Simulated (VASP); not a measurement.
Input of a VASP 6.6.1 run:

Contents of INCAR:

```
SYSTEM = MnCoGe
  PREC = Accurate
  ENCUT = 600
  EDIFF = 1E-6
  ISMEAR = -1
  SIGMA = 0.1
  LREAL = .FALSE.
  LASPH = .TRUE.
  NELM = 200
  ALGO = Normal
  ISIF = 2
  LWAVE = .FALSE.
  LCHARG = .FALSE.
  ISPIN = 2
  MAGMOM = 4 4 2.5 2.5 0 0
  LORBIT = 11
  LMAXMIX = 4
  GGA = PS
  IVDW = 12
  NBANDS = 49
  GGA_COMPAT = .FALSE.
```

File KPOINTS:

```
regular mesh
0
G
  8 8 5
  0 0 0
```

POSCAR

```
MnCoGe
1.0
    3.9871478056      0.0000000000      0.0000000000
   -1.9935739028      3.4529712883      0.0000000000
    0.0000000000      0.0000000000      4.9600074840
Mn Co Ge
2 2 2
Direct
    0.0000000000      0.0000000000      0.0000000000
    0.0000000000      0.0000000000      0.5000000000
    0.3333333333      0.6666666667      0.7500000000
    0.6666666667      0.3333333333      0.2500000000
    0.6666666667      0.3333333333      0.7500000000
    0.3333333333      0.6666666667      0.2500000000
```

Potentials or basis: VASP PAW PBE potentials, release 64 (Mn_pv, Co, Ge_d).

Run with:

```bash
$ cat potpaw_PBE.64/Mn_pv/POTCAR potpaw_PBE.64/Co/POTCAR potpaw_PBE.64/Ge_d/POTCAR > POTCAR
$ mpirun -np 1 vasp_std > vasp.out
```

Problem. What does it give for the net moment?

Solution. 5.43 μB per cell.

Problem. What does it give for the dispersion energy per atom?

Solution. -0.410 eV.

Problem. Estimate the site moments.

Solution. Mn +2.35; Co +0.38; Ge -0.07 μB.

Stress tensor (GPa, compression positive):
```
0.29 0.00 0.00
0.00 0.29 0.00
0.00 0.00 0.15
```

Caveat: the PAW data sets were made with another functional, which shifts forces and pressure a little.
